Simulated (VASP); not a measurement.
# Sn (Fd-3m) in VASP: single point with PBE

Aim: the single point of Sn with PBE.

All numbers are computed with VASP 6.6.1; they aren't measurements. Logs are shortened: lines on timing, memory, paths and dates and some standing lists are left out, and cuts for length are marked.

## 1. The cell of the first run

Symmetry: Fd-3m, No. 227, cubic system. The conventional cell has a = 6.655 Å, b = 6.655 Å, c = 6.655 Å, α = 90.00°, β = 90.00°, γ = 90.00°. Within 3.8 Å of Sn (site symmetry -43m) lie 4 Sn at 2.88 Å.

This isn't the form of Sn at room conditions, which is tetragonal (white tin).

## 2. Single point, PBE, non-collinear spin, zero start, spin-orbit coupling

POSCAR reads:

```
Sn
1.0
    0.0000000000      3.3273247541      3.3273247541
    3.3273247541      0.0000000000      3.3273247541
    3.3273247541      3.3273247541      0.0000000000
Sn
2
Direct
    0.0000000000      0.0000000000      0.0000000000
    0.2500000000      0.2500000000      0.2500000000
```

INCAR.step1 reads:

```
SYSTEM = Sn
PREC = Accurate ; ENCUT = 400
EDIFF = 1E-6 ; ISMEAR = 0
SIGMA = 0.1 ; LREAL = .False.
LASPH = .True. ; NELM = 200
ALGO = Normal ; ISIF = 2
LWAVE = .False. ; LCHARG = .True.
MAGMOM = 0 0 0 0 0 0 ; LSORBIT = .True.
GGA_COMPAT = .False. ; LORBMOM = .True.
GGA = PE ; NBANDS = 40
NEDOS = 2001 ; LORBIT = 11
```

KPOINTS.step1 reads:

```
Automatic mesh
0
Gamma
  12 12 12
  0 0 0
```

INCAR.step2 reads:

```
SYSTEM = Sn
PREC = Accurate ; ENCUT = 400
EDIFF = 1E-6 ; ISMEAR = -5
SIGMA = 0.1 ; LREAL = .False.
LASPH = .True. ; NELM = 200
ALGO = Normal ; ISIF = 2
LWAVE = .False. ; LCHARG = .False.
MAGMOM = 0 0 0 0 0 0 ; LORBIT = 10
LSORBIT = .True. ; GGA_COMPAT = .False.
LORBMOM = .True. ; GGA = PE
NEDOS = 2001 ; ICHARG = 11
```

KPOINTS.step2 reads:

```
Automatic mesh
0
Gamma
  18 18 18
  0 0 0
```

Potentials or basis: VASP PAW PBE potentials, release 64 (Sn_d).

Started as:

```console
> cat potpaw_PBE.64/Sn_d/POTCAR > POTCAR
> cp INCAR.step1 INCAR
> cp KPOINTS.step1 KPOINTS
> mpirun -np 1 vasp_ncl > vasp.out
> cp INCAR.step2 INCAR
> cp KPOINTS.step2 KPOINTS
> mpirun -np 1 vasp_ncl > vasp.out
```

OUTCAR:

```text
SYSTEM = Sn
   PREC = Accurate
   ENCUT = 400
   EDIFF = 1E-6
   ISMEAR = -5
   LREAL = .False.
   LASPH = .True.
   NELM = 200
   ISIF = 2
   LORBIT = 10
   LSORBIT = .True.
   GGA = PE
   ICHARG = 11

 ion  position               nearest neighbor table
   1  0.000  0.000  0.000-   2 2.88   2 2.88   2 2.88   2 2.88
   2  0.250  0.250  0.250-   1 2.88   1 2.88   1 2.88   1 2.88

  LATTYP: Found a face centered cubic cell.
 ALAT       =     6.6546495082

  Lattice vectors:

 A1 = (   0.0000000000,   3.3273247541,   3.3273247541)
 A2 = (   3.3273247541,   0.0000000000,   3.3273247541)
 A3 = (   3.3273247541,   3.3273247541,   0.0000000000)

Analysis of symmetry for initial positions (statically):
=====================================================================
 Subroutine PRICEL returns:
 Original cell was already a primitive cell.

 Routine SETGRP: Setting up the symmetry group for a
 face centered cubic supercell.

 Subroutine GETGRP returns: Found 48 space group operations
 (whereof 24 operations were pure point group operations)
 out of a pool of 48 trial point group operations.

The static configuration has the point symmetry T_d .
 The point group associated with its full space group is O_h .

Analysis of symmetry for dynamics (positions and initial velocities):
=====================================================================
 Subroutine PRICEL returns:
 Original cell was already a primitive cell.

 Routine SETGRP: Setting up the symmetry group for a
 face centered cubic supercell.

 Subroutine GETGRP returns: Found 48 space group operations
 (whereof 24 operations were pure point group operations)
 out of a pool of 48 trial point group operations.

The dynamic configuration has the point symmetry T_d .
 The point group associated with its full space group is O_h .

Analysis of structural, dynamic, and magnetic symmetry:
=====================================================================
 Subroutine PRICEL returns:
 Original cell was already a primitive cell.

 Routine SETGRP: Setting up the symmetry group for a
 face centered cubic supercell.

 Subroutine GETGRP returns: Found 48 space group operations
 (whereof 24 operations were pure point group operations)
 out of a pool of 48 trial point group operations.

The overall configuration has the point symmetry T_d .
 The point group associated with its full space group is O_h .

 Subroutine INISYM returns: Found 48 space group operations
 (whereof 24 operations are pure point group operations),
 and found     1 'primitive' translations

[... 1110 lines left out ...]
 -----------------------------------------------------------------------------------
    total drift:                               -0.000000      0.000000     -0.000000

  FREE ENERGIE OF THE ION-ELECTRON SYSTEM (eV)
  ---------------------------------------------------
  free  energy   TOTEN  =        -7.8080737177 eV

  energy  without entropy=       -7.8080737177  energy(sigma->0) =       -7.80807372

 orbital moment (x)

 # of ion     p       d       tot
 ----------------------------------------
  1         0.000  -0.000   0.000
  2         0.000  -0.000   0.000
 ----------------------------------------
            0.000  -0.000   0.000

 orbital moment (y)

 # of ion     p       d       tot
 ----------------------------------------
  1         0.000  -0.000   0.000
  2         0.000  -0.000   0.000
 ----------------------------------------
            0.000  -0.000   0.000

 orbital moment (z)

 # of ion     p       d       tot
 ----------------------------------------
  1         0.000  -0.000  -0.000
  2         0.000   0.000   0.000
 ----------------------------------------
            0.000  -0.000  -0.000

 Spin-Orbit-Coupling matrix elements

 Ion:    1  E_soc:     -0.1149458
 l=   1
     0.0000000    -0.0129574    -0.0129574
    -0.0129574     0.0000000    -0.0129574
    -0.0129574    -0.0129574     0.0000000
 l=   2
     0.0000000    -0.0012341     0.0000000    -0.0012341    -0.0049661
    -0.0012341     0.0000000    -0.0037246    -0.0012341    -0.0012415
     0.0000000    -0.0037246     0.0000000    -0.0037246     0.0000000
    -0.0012341    -0.0012341    -0.0037246     0.0000000    -0.0012415
    -0.0049661    -0.0012415     0.0000000    -0.0012415     0.0000000
 l=   3
     0.0000000     0.0000000     0.0000000     0.0000000     0.0000000     0.0000000     0.0000000
     0.0000000     0.0000000     0.0000000     0.0000000     0.0000000     0.0000000     0.0000000
     0.0000000     0.0000000     0.0000000     0.0000000     0.0000000     0.0000000     0.0000000
     0.0000000     0.0000000     0.0000000     0.0000000     0.0000000     0.0000000     0.0000000
     0.0000000     0.0000000     0.0000000     0.0000000     0.0000000     0.0000000     0.0000000
     0.0000000     0.0000000     0.0000000     0.0000000     0.0000000     0.0000000     0.0000000
     0.0000000     0.0000000     0.0000000     0.0000000     0.0000000     0.0000000     0.0000000

 Ion:    2  E_soc:     -0.1149458
 l=   1
     0.0000000    -0.0129574    -0.0129574
    -0.0129574     0.0000000    -0.0129574
    -0.0129574    -0.0129574     0.0000000
 l=   2
     0.0000000    -0.0012341     0.0000000    -0.0012341    -0.0049661
    -0.0012341     0.0000000    -0.0037246    -0.0012341    -0.0012415
     0.0000000    -0.0037246     0.0000000    -0.0037246     0.0000000
    -0.0012341    -0.0012341    -0.0037246     0.0000000    -0.0012415
    -0.0049661    -0.0012415     0.0000000    -0.0012415     0.0000000
 l=   3
     0.0000000     0.0000000     0.0000000     0.0000000     0.0000000     0.0000000     0.0000000
     0.0000000     0.0000000     0.0000000     0.0000000     0.0000000     0.0000000     0.0000000
     0.0000000     0.0000000     0.0000000     0.0000000     0.0000000     0.0000000     0.0000000
     0.0000000     0.0000000     0.0000000     0.0000000     0.0000000     0.0000000     0.0000000
     0.0000000     0.0000000     0.0000000     0.0000000     0.0000000     0.0000000     0.0000000
     0.0000000     0.0000000     0.0000000     0.0000000     0.0000000     0.0000000     0.0000000
     0.0000000     0.0000000     0.0000000     0.0000000     0.0000000     0.0000000     0.0000000

 total charge

# of ion       s       p       d       tot
------------------------------------------
    1        1.176   1.142   9.960  12.279
    2        1.176   1.142   9.960  12.279
--------------------------------------------------
tot          2.352   2.284  19.921  24.557

 magnetization (x)

# of ion       s       p       d       tot
------------------------------------------
    1       -0.000  -0.000  -0.000  -0.000
    2       -0.000  -0.000  -0.000  -0.000
--------------------------------------------------
tot         -0.000  -0.000  -0.000  -0.000

 magnetization (y)

# of ion       s       p       d       tot
------------------------------------------
    1       -0.000  -0.000   0.000  -0.000
    2       -0.000  -0.000  -0.000  -0.000
--------------------------------------------------
tot         -0.000  -0.000  -0.000  -0.000

 magnetization (z)

# of ion       s       p       d       tot
------------------------------------------
    1       -0.000   0.000  -0.000  -0.000
    2       -0.000   0.000   0.000   0.000
--------------------------------------------------
tot         -0.000   0.000  -0.000   0.000
```

Run time: 12 min. Hardware: 1 thread of Oxide Virtual Turin-like, shared host; peak memory 0.57 GiB.

Results:

```yaml
Net_moment: 0.00 μB per cell
Valence_electrons_inside_the_program's_atomic_spheres: Sn 12.28
```

Moments on the atoms (μB; x, y, z):
```
Sn  0.00 0.00 0.00
Sn  0.00 0.00 0.00
```
